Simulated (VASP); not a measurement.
Input of a VASP 6.6.1 run:

File INCAR:

```
ALGO = Normal ; EDIFF = 1E-6
ENCUT = 520 ; GGA = PE
ISIF = 2 ; ISMEAR = 0
LASPH = True ; LCHARG = True
LELF = True ; LREAL = False
LVHAR = True ; LWAVE = False
NBANDS = 18 ; NELM = 80
PREC = Accurate ; SIGMA = 0.1
```

The input KPOINTS:

```
k-points
0
Gamma
  6 6 6
```

POSCAR

```
TiAl3
1.0
   -1.9111068200      1.9111068200      4.2806687400
    1.9111068200     -1.9111068200      4.2806687400
    1.9111068200      1.9111068200     -4.2806687400
Ti Al
1 3
Direct
    0.0000000000      0.0000000000      0.0000000000
    0.5000000000      0.5000000000      0.0000000000
    0.7500000000      0.2500000000      0.5000000000
    0.2500000000      0.7500000000      0.5000000000
```

Potentials or basis: VASP PAW PBE potentials, release 64 (Ti_sv, Al).

Command:

```sh
$ cat potpaw_PBE.64/Ti_sv/POTCAR potpaw_PBE.64/Al/POTCAR > POTCAR
$ mpirun -np 1 vasp_std > vasp.out
```

Task: Estimate the pressure.

Result: 2.0 GPa.

Task: Estimate the band gap on the k mesh.

Result: Zero (an odd number of electrons rules out a gap without spin polarisation).

Stress tensor (GPa, compression positive):
```
1.93 0.00 0.00
0.00 1.93 0.00
0.00 0.00 2.13
```
